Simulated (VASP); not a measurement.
# Cu16HO in VASP: notebook

Cu16HO is run at these levels: PBE+D3(BJ); tasks: single point.

Everything below comes from runs of VASP 6.6.1. Logs are shortened: lines on timing, memory, paths and dates and some standing lists are left out, and cuts for length are marked.

**1. The cell of the first run**

The cell holds a slab with vacuum, 18 atoms: a = 5.105 Å, b = 5.105 Å, c = 21.915 Å, α = 90.00°, β = 90.00°, γ = 90.00°.

**2. Single point, PBE+D3(BJ)**

INCAR

```
SYSTEM = Cu16HO
PREC = Accurate ; ENCUT = 520
EDIFF = 1E-6 ; ISMEAR = 1
SIGMA = 0.1 ; LREAL = .FALSE.
LASPH = .TRUE. ; NELM = 120
ALGO = Normal ; ISIF = 2
LWAVE = .FALSE. ; LCHARG = .TRUE.
GGA = PE ; IVDW = 12
LELF = .TRUE. ; LVHAR = .TRUE.
NBANDS = 106 ; GGA_COMPAT = .FALSE.
NELMDL = -8
```

KPOINTS

```
regular mesh
0
G
  2 2 1
  0 0 0
```

POSCAR

```
Cu16HO
1.0
    5.1053109602      0.0000000000      0.0000000000
    0.0000000000      5.1053109602      0.0000000000
    0.0000000000      0.0000000000     21.9150000000
Cu O H
16 1 1
Direct
    0.2500000000      0.2500000000      0.1140771200
    0.7500000000      0.2500000000      0.1140771200
    0.2500000000      0.7500000000      0.1140771200
    0.7500000000      0.7500000000      0.1140771200
    0.0000000000      0.0000000000      0.1964407900
    0.5000000000      0.0000000000      0.1964407900
    0.0000000000      0.5000000000      0.1964407900
    0.5000000000      0.5000000000      0.1964407900
    0.2500331200      0.2475706800      0.2772876600
    0.7499715800      0.2433265900      0.2780177800
    0.2500182700      0.7521324600      0.2772013700
    0.7499537500      0.7575719300      0.2783257100
   -0.0069483500      0.0015502700      0.3616369800
    0.5070548000      0.0018301800      0.3616751300
   -0.0029370200      0.4998815900      0.3540436500
    0.5028763200      0.5000585500      0.3540627900
    0.2500545900     -0.0175271500      0.4279882400
    0.2496286700      0.1409254600      0.4526819300
```

Potentials or basis: VASP PAW PBE potentials, release 64 (Cu, O, H).

On the command line:

```sh
cat potpaw_PBE.64/Cu/POTCAR potpaw_PBE.64/O/POTCAR potpaw_PBE.64/H/POTCAR > POTCAR
mpirun -np 1 vasp_std > vasp.out
```

OUTCAR:

```text
SYSTEM = Cu16HO
   PREC = Accurate
   ENCUT = 520
   EDIFF = 1E-6
   ISMEAR = 1
   LREAL = .FALSE.
   LASPH = .TRUE.
   NELM = 120
   ISIF = 2
   GGA = PE
   IVDW = 12
   NELMDL = -8
 IVDW          = 12

 ion  position               nearest neighbor table
   1  0.250  0.250  0.114-   5 2.55   6 2.55   7 2.55   8 2.55   2 2.55   3 2.55   3 2.55   2 2.55

   2  0.750  0.250  0.114-   5 2.55   6 2.55   7 2.55   8 2.55   1 2.55   4 2.55   4 2.55   1 2.55

   3  0.250  0.750  0.114-   5 2.55   6 2.55   7 2.55   8 2.55   1 2.55   4 2.55   1 2.55   4 2.55

   4  0.750  0.750  0.114-   5 2.55   6 2.55   7 2.55   8 2.55   2 2.55   3 2.55   2 2.55   3 2.55

   5  0.000  0.000  0.196-  11 2.52   9 2.52  10 2.52  12 2.53   1 2.55   2 2.55   3 2.55   4 2.55
                             6 2.55   7 2.55   7 2.55   6 2.55
   6  0.500  0.000  0.196-  11 2.52   9 2.52  10 2.52  12 2.53   1 2.55   2 2.55   3 2.55   4 2.55
                             5 2.55   8 2.55   8 2.55   5 2.55
   7  0.000  0.500  0.196-  11 2.53   9 2.54   3 2.55   4 2.55   1 2.55   2 2.55   5 2.55   8 2.55
                             5 2.55   8 2.55  10 2.56  12 2.56
   8  0.500  0.500  0.196-  11 2.53   9 2.54   3 2.55   4 2.55   1 2.55   2 2.55   6 2.55   7 2.55
                             6 2.55   7 2.55  10 2.56  12 2.56
   9  0.250  0.248  0.277-  15 2.48  16 2.48   6 2.52   5 2.52  11 2.53   8 2.54   7 2.54  10 2.55
                            10 2.55  11 2.58  13 2.59  14 2.59
  10  0.750  0.243  0.278-  15 2.47  16 2.47  12 2.48   6 2.52   5 2.52  14 2.53  13 2.53   9 2.55
                             9 2.55   8 2.56   7 2.56  12 2.63
  11  0.250  0.752  0.277-  16 2.48  15 2.48   6 2.52   5 2.52   9 2.53   8 2.53   7 2.53  12 2.55
                            12 2.55   9 2.58  13 2.60  14 2.60
  12  0.750  0.758  0.278-  16 2.46  15 2.46  10 2.48   6 2.53   5 2.53  13 2.53  14 2.54  11 2.55
                            11 2.55   8 2.56   7 2.56  10 2.63
  13  0.993  0.002  0.362-  17 1.96  14 2.48  10 2.53  12 2.53  15 2.55  15 2.57   9 2.59  11 2.60
                            14 2.62
  14  0.507  0.002  0.362-  17 1.96  13 2.48  10 2.53  12 2.54  16 2.55  16 2.57   9 2.59  11 2.60
                            13 2.62
  15  0.997  0.500  0.354-  12 2.46  10 2.47   9 2.48  11 2.48  16 2.52  13 2.55  13 2.57  16 2.58

  16  0.503  0.500  0.354-  12 2.46  10 2.47   9 2.48  11 2.48  15 2.52  14 2.55  14 2.57  15 2.58

  17  0.250  0.982  0.428-  18 0.97  14 1.96  13 1.96
  18  0.250  0.141  0.453-  17 0.97

  LATTYP: Found a simple tetragonal cell.
 ALAT       =     5.1053109602
 C/A-ratio  =     4.2925886730

  Lattice vectors:

 A1 = (   5.1053109602,   0.0000000000,   0.0000000000)
 A2 = (   0.0000000000,   5.1053109602,   0.0000000000)
 A3 = (   0.0000000000,   0.0000000000,  21.9150000000)

Analysis of symmetry for initial positions (statically):
=====================================================================
 Subroutine PRICEL returns:
 Original cell was already a primitive cell.

 Routine SETGRP: Setting up the symmetry group for a
 simple tetragonal supercell.

 Subroutine GETGRP returns: Found  1 space group operations
 (whereof  1 operations were pure point group operations)
 out of a pool of 16 trial point group operations.

The static configuration has the point symmetry C_1 .

Analysis of symmetry for dynamics (positions and initial velocities):
=====================================================================
 Subroutine PRICEL returns:
 Original cell was already a primitive cell.

 Routine SETGRP: Setting up the symmetry group for a
 simple tetragonal supercell.

 Subroutine GETGRP returns: Found  1 space group operations
 (whereof  1 operations were pure point group operations)
 out of a pool of 16 trial point group operations.

The dynamic configuration has the point symmetry C_1 .

 Subroutine INISYM returns: Found  1 space group operations
 (whereof  1 operations are pure point group operations),
 and found     1 'primitive' translations

----------------------------------------------------------------------------------------

                                     Primitive cell

  volume of cell :     571.1969

  direct lattice vectors                    reciprocal lattice vectors
     5.105310960  0.000000000  0.000000000     0.195874455  0.000000000  0.000000000
     0.000000000  5.105310960  0.000000000     0.000000000  0.195874455  0.000000000
     0.000000000  0.000000000 21.915000000     0.000000000  0.000000000  0.045630846

  length of vectors
     5.105310960  5.105310960 21.915000000     0.195874455  0.195874455  0.045630846

  position of ions in fractional coordinates (direct lattice)
     0.250000000  0.250000000  0.114077120
     0.750000000  0.250000000  0.114077120
     0.250000000  0.750000000  0.114077120
     0.750000000  0.750000000  0.114077120
     0.000000000  0.000000000  0.196440790
     0.500000000  0.000000000  0.196440790
[... 10 lines left out ...]
     0.250054590  0.982472850  0.427988240
     0.249628670  0.140925460  0.452681930

  ion indices of the primitive-cell ions
   primitive index   ion index
                 1           1
                 2           2
                 3           3
                 4           4
                 5           5
                 6           6
[... 10 lines left out ...]
                17          17
                18          18

----------------------------------------------------------------------------------------

 KPOINTS: regular mesh

Automatic generation of k-mesh.
 Grid dimensions read from file:
 generate k-points for:    2    2    1

 Generating k-lattice:

  Cartesian coordinates                     Fractional coordinates (reciprocal lattice)
     0.097937227  0.000000000  0.000000000     0.500000000  0.000000000  0.000000000
     0.000000000  0.097937227  0.000000000     0.000000000  0.500000000  0.000000000
     0.000000000  0.000000000  0.045630846     0.000000000  0.000000000  1.000000000

  Length of vectors
     0.097937227  0.097937227  0.045630846

  Shift w.r.t. Gamma in fractional coordinates (k-lattice)
     0.000000000  0.000000000  0.000000000

 Subroutine IBZKPT returns following result:
 ===========================================

 Found      4 irreducible k-points:

 Following reciprocal coordinates:
            Coordinates               Weight
  0.000000  0.000000  0.000000      1.000000
  0.500000  0.000000  0.000000      1.000000
  0.000000  0.500000  0.000000      1.000000
  0.500000  0.500000  0.000000      1.000000
   k-points           NKPTS =      4   k-points in BZ     NKDIM =      4   number of bands    NBANDS=    106
   number of dos      NEDOS =    301   number of ions     NIONS =     18
   total plane-waves  NPLWV = 268800
   dimension x,y,z NGX =    40 NGY =   40 NGZ =  168
   dimension x,y,z NGXF=    80 NGYF=   80 NGZF=  336
   ions per type =              16   1   1
   NGX,Y,Z   is equivalent  to a cutoff of  13.03, 13.03, 12.74 a.u.
   NGXF,Y,Z  is equivalent  to a cutoff of  26.05, 26.05, 25.49 a.u.
 SYSTEM =  Cu16HO
   PREC   = accura    normal or accurate (medium, high low for compatibility)
   ISTART =      0    job   : 0-new  1-cont  2-samecut
   ICHARG =      2    charge: 1-file 2-atom 10-const
   ISPIN  =      1    spin polarized calculation?
   LNONCOLLINEAR =      F non collinear calculations
   LSORBIT =      F    spin-orbit coupling
   LASPH  =      T    aspherical Exc in radial PAW
   ENCUT  =  520.0 eV  38.22 Ry    6.18 a.u.   9.49  9.49 40.75*2*pi/ulx,y,z
   NELM   =    120;   NELMIN=  2; NELMDL= -8     # of ELM steps
   EDIFF  = 0.1E-05   stopping-criterion for ELM
   LREAL  =      F    real-space projection
   EDIFFG = 0.1E-04   stopping-criterion for IOM
   NSW    =      0    number of steps for IOM
   IBRION =     -1    ionic relax: 0-MD 1-quasi-New 2-CG
   NFREE  =      0    steps in history (QN), initial steepest desc. (CG)
   ISIF   =      2    stress and relaxation
   ISYM   =      2    0-nonsym 1-usesym 2-fastsym
   POTIM  = 0.5000    time-step for ionic-motion
   TEBEG  =    0.0;   TEEND  =   0.0 temperature during run
   PSTRESS=    0.0 pullay stress
   NELECT =     183.0000    total number of electrons
   NUPDOWN=      -1.0000    fix difference up-down
   EMIN   =  10.00;   EMAX   =-10.00  energy-range for DOS
   EFERMI =   0.00;   METHOD = LEGACY
   ISMEAR =     1;   SIGMA  =   0.10  broadening in eV -4-tet -1-fermi 0-gaus
   EFERMI_NEDOS =   21; number of points for ismear=-14 and -15
   IALGO  =     38    algorithm
   IMIX   =      4    mixing-type and parameters
     AMIX     =   0.40;   BMIX     =  1.00
     AMIX_MAG =   1.60;   BMIX_MAG =  1.00
  volume/ion in A,a.u.               =      31.73       214.15
  Fermi-wavevector in a.u.,A,eV,Ry     =   1.120203  2.116876 17.073323  1.254854
  Thomas-Fermi vector in A             =   2.256847
   LORBIT       =      0    0 simple, 1 ext, 2 COOP (PROOUT), +10 PAW based schemes
   GGA     = PE    functional components
   LHFCALC =     F    Hartree Fock is set to
   AEXX    =    0.0000 exact exchange contribution
   IVDW    =    12    specifies the selected vdW correction
   LEPSILON=     F    determine dielectric tensor
   LRPA    =     F    only Hartree local field effects (RPA)
 non-spin polarized calculation
 Methfessel and Paxton  Order N= 1 SIGMA  =   0.10
  energy-cutoff  :      520.00
  volume of cell :      571.20
 maximum number of plane-waves:     15437
 NGX is ok and might be reduce to    40
   NGX = 19   NGY = 19   NGZ = 81

 number of electron     182.9999822 magnetization

 Free energy of the ion-electron system (eV)
  ---------------------------------------------------
  ext. energy  EPLUGINS =         0.00000000
  ---------------------------------------------------
  free energy    TOTEN  =       -64.95752115 eV

  energy without entropy =      -64.95105743  energy(sigma->0) =      -64.95536658

 E-fermi :  -0.3043     XC(G=0):  -5.2631

 val. band max:       -0.3619020857   @ k =   0.0000   0.0000   0.0000
 cond. band min:      -0.2639719403   @ k =   0.0000   0.0000   0.0000
 fundamental gap:      0.0979301454
 Fermi energy:        -0.3042656183

 k-point     1 :       0.0000    0.0000    0.0000
  band No.  band energies     occupation
      1     -20.1124      2.00000
      2      -9.3323      2.00000
      3      -8.0346      2.00000
      4      -7.2955      2.00000
      5      -5.5654      2.00000
      6      -5.5235      2.00000
[... 95 lines left out ...]
    102       3.4981      0.00000
    103       3.6400      0.00000

 k-point     2 :       0.5000    0.0000    0.0000
  band No.  band energies     occupation
      1     -20.1094      2.00000
      2      -8.0785      2.00000
      3      -7.9238      2.00000
      4      -7.6528      2.00000
      5      -6.4459      2.00000
      6      -6.2406      2.00000
[... 95 lines left out ...]
    102       3.2866      0.00000
    103       4.0567      0.00000

 k-point     3 :       0.0000    0.5000    0.0000
  band No.  band energies     occupation
      1     -20.1100      2.00000
      2      -8.1961      2.00000
      3      -7.9089      2.00000
      4      -7.6281      2.00000
      5      -6.4134      2.00000
      6      -6.1598      2.00000
[... 95 lines left out ...]
    102       3.5964      0.00000
    103       3.8371      0.00000

 k-point     4 :       0.5000    0.5000    0.0000
  band No.  band energies     occupation
      1     -20.1073      2.00000
      2      -7.9305      2.00000
      3      -6.6984      2.00000
      4      -6.6578      2.00000
      5      -6.6486      2.00000
      6      -6.5271      2.00000
[... 95 lines left out ...]
    102       4.7339      0.00000
    103       5.1191      0.00000
 [bands above 103 left out]

------------------------ aborting loop because EDIFF is reached ----------------------------------------

 Edisp (eV)   -6.75614

 E8    (eV) :    -2.9969

  FORCE on cell =-STRESS in cart. coord.  units (eV):
  Direction    XX          YY          ZZ          XY          YZ          ZX
  --------------------------------------------------------------------------------------
  -------------------------------------------------------------------------------------
  Total      -7.96207    -9.50233    -0.04662     0.00213     0.06676    -0.00154
  in kB     -22.33317   -26.65353    -0.13076     0.00598     0.18725    -0.00432
  external pressure =      -16.37 kB  Pullay stress =        0.00 kB

 VOLUME and BASIS-vectors are now :
 -----------------------------------------------------------------------------
  energy-cutoff  :      520.00
  volume of cell :      571.20
      direct lattice vectors                 reciprocal lattice vectors
     5.105310960  0.000000000  0.000000000     0.195874455  0.000000000  0.000000000
     0.000000000  5.105310960  0.000000000     0.000000000  0.195874455  0.000000000
     0.000000000  0.000000000 21.915000000     0.000000000  0.000000000  0.045630846

 POSITION                                       TOTAL-FORCE (eV/Angst)
 -----------------------------------------------------------------------------------
      1.27633      1.27633      2.50000        -0.000040     -0.049456      0.228984
      3.82898      1.27633      2.50000         0.000037     -0.069468      0.191951
      1.27633      3.82898      2.50000        -0.000039      0.048704      0.237176
      3.82898      3.82898      2.50000         0.000052      0.068889      0.207940
      0.00000      0.00000      4.30500         0.104952     -0.002686     -0.373277
      2.55266      0.00000      4.30500        -0.105054     -0.002675     -0.374242
[... 10 lines left out ...]
      1.27661      5.01583      9.37936        -0.003667     -0.002622     -0.033627
      1.27443      0.71947      9.92052         0.001933      0.022700      0.141372
 -----------------------------------------------------------------------------------
    total drift:                               -0.000030     -0.000225     -0.000336

  FREE ENERGIE OF THE ION-ELECTRON SYSTEM (eV)
  ---------------------------------------------------
  free  energy   TOTEN  =       -71.7136624158 eV

  energy  without entropy=      -71.7071986977  energy(sigma->0) =      -71.71150784
```

It took 23 min on 1 thread of Oxide Virtual Turin-like, shared host; peak memory 0.64 GiB.

Results:

| Quantity | Value |
| --- | --- |
| Free energy | -71.7137 eV |
| Largest force | 0.389 eV/Å |
| Band gap on the k mesh | zero (an odd number of electrons rules out a gap without spin polarisation) |
| Dispersion energy per atom | -0.375 eV |

Forces on the atoms (eV/Å):
```
Cu   0.000 -0.049  0.229
Cu   0.000 -0.069  0.192
Cu   0.000  0.049  0.237
Cu   0.000  0.069  0.208
Cu   0.105 -0.003 -0.373
Cu  -0.105 -0.003 -0.374
Cu  -0.099  0.002 -0.237
Cu   0.099  0.002 -0.238
Cu  -0.001 -0.108 -0.047
Cu   0.001 -0.068 -0.029
Cu  -0.001  0.112  0.000
Cu   0.001  0.057 -0.061
Cu  -0.095  0.003  0.049
Cu   0.096  0.003  0.047
Cu  -0.036 -0.008  0.145
Cu   0.037 -0.009  0.145
O   -0.004 -0.003 -0.034
H    0.002  0.023  0.141
```

Levels at points of the mesh, in eV from the Fermi level:
| k point | band 88 | band 89 | band 90 | band 91 | band 92 | band 93 | band 94 | band 95 |
| --- | --- | --- | --- | --- | --- | --- | --- | --- |
| (0.00, 0.00, 0.00) | -0.63 | -0.55 | -0.45 | -0.45 | -0.36 | -0.06 | -0.06 | 0.04 |
| (0.50, 0.00, 0.00) | -1.36 | -0.78 | -0.39 | 0.51 | 0.52 | 0.61 | 0.66 | 1.60 |
| (0.00, 0.50, 0.00) | -1.14 | -1.01 | -0.72 | 0.51 | 0.53 | 0.56 | 0.70 | 1.31 |
| (0.50, 0.50, 0.00) | -1.50 | -1.32 | -1.24 | -1.09 | -0.59 | 0.20 | 0.33 | 0.58 |

Caveat: the k points lie up to 0.62 Å⁻¹ apart, too coarse for converged energies and pressures of a metal; there is no dipole correction, which matters where the two faces differ. With open d or f shells a metallic result of PBE can be an artefact of self-interaction; +U or a hybrid may open a gap.

**3. Single point, PBE+D3(BJ)**

INCAR

```
PREC     = Accurate       # precision mode
ENCUT    = 520            # plane-wave cutoff, eV
EDIFF    = 1E-6           # SCF threshold, eV
ISMEAR   = 1              # smearing method
SIGMA    = 0.1            # smearing width, eV
LREAL    = False          # projectors in reciprocal space
LASPH    = True           # aspherical terms in the spheres
NELM     = 120            # most SCF steps
ALGO     = Normal         # electronic algorithm
ISIF     = 2              # what is computed and relaxed
LWAVE    = False          # write WAVECAR
LCHARG   = False          # write CHGCAR
GGA      = PE             # functional
IVDW     = 12             # dispersion correction
NBANDS   = 106            # bands
GGA_COMPAT= False        
NELMDL   = -8
```

KPOINTS

```
Automatic mesh
0
Gamma
  2 2 1
```

POSCAR

```
Cu16HO
1.0
    5.1053109602      0.0000000000      0.0000000000
    0.0000000000      5.1053109602      0.0000000000
    0.0000000000      0.0000000000     21.9150000000
Cu O H
16 1 1
Direct
    0.2500000000      0.2500000000      0.1140771200
    0.7500000000      0.2500000000      0.1140771200
    0.2500000000      0.7500000000      0.1140771200
    0.7500000000      0.7500000000      0.1140771200
    0.0000000000      0.0000000000      0.1964407900
    0.5000000000      0.0000000000      0.1964407900
    0.0000000000      0.5000000000      0.1964407900
    0.5000000000      0.5000000000      0.1964407900
    0.2500331200      0.2475707000      0.2772876700
    0.7499715800      0.2433266100      0.2780177900
    0.2500182600      0.7521324700      0.2772013800
    0.7499537500      0.7575719400      0.2783257200
   -0.0069483800      0.0015503000      0.3616370000
    0.5070548000      0.0018301800      0.3616751400
   -0.0029370200      0.4998816200      0.3540436700
    0.5028763200      0.5000585700      0.3540628100
    0.2500545900     -0.0175266500      0.4279882600
    0.2496287100      0.1409262000      0.4526818700
```

Potentials or basis: VASP PAW PBE potentials, release 64 (Cu, O, H).

On the command line:

```sh
cat potpaw_PBE.64/Cu/POTCAR potpaw_PBE.64/O/POTCAR potpaw_PBE.64/H/POTCAR > POTCAR
mpirun -np 1 vasp_std > vasp.out
```

Run time: 23 min. Hardware: 1 thread of Oxide Virtual Turin-like, shared host; peak memory 0.62 GiB.

The run converged. Its results:

```yaml
Free_energy: -71.7137 eV
Largest_force: 0.389 eV/Å
Band_gap_on_the_k_mesh: zero (an odd number of electrons rules out a gap without spin polarisation)
Dispersion_energy_per_atom: -0.375 eV
```

Forces in eV/Å, atoms in the order of the input:
```
Cu   0.000 -0.049  0.229
Cu   0.000 -0.069  0.192
Cu   0.000  0.049  0.237
Cu   0.000  0.069  0.208
Cu   0.105 -0.003 -0.373
Cu  -0.105 -0.003 -0.374
Cu  -0.099  0.002 -0.237
Cu   0.099  0.002 -0.238
Cu  -0.001 -0.108 -0.047
Cu   0.001 -0.068 -0.029
Cu  -0.001  0.112  0.000
Cu   0.001  0.057 -0.061
Cu  -0.095  0.003  0.049
Cu   0.096  0.003  0.047
Cu  -0.036 -0.008  0.145
Cu   0.037 -0.009  0.145
O   -0.004 -0.003 -0.034
H    0.002  0.023  0.141
```

Levels at points of the mesh, in eV from the Fermi level:
| k point | band 89 | band 90 | band 91 | band 92 | band 93 | band 94 |
| --- | --- | --- | --- | --- | --- | --- |
| (0.00, 0.00, 0.00) | -0.55 | -0.45 | -0.45 | -0.36 | -0.06 | -0.06 |
| (0.50, 0.00, 0.00) | -0.78 | -0.39 | 0.51 | 0.52 | 0.61 | 0.66 |
| (0.00, 0.50, 0.00) | -1.01 | -0.72 | 0.51 | 0.53 | 0.56 | 0.70 |
| (0.50, 0.50, 0.00) | -1.32 | -1.24 | -1.09 | -0.59 | 0.20 | 0.33 |

Caveat: the k points lie up to 0.62 Å⁻¹ apart, too coarse for converged energies and pressures of a metal; there is no dipole correction, which matters where the two faces differ. With open d or f shells a metallic result of PBE can be an artefact of self-interaction; +U or a hybrid may open a gap.

The gap in the log of VASP goes by the Fermi energy; the results here count the filled bands.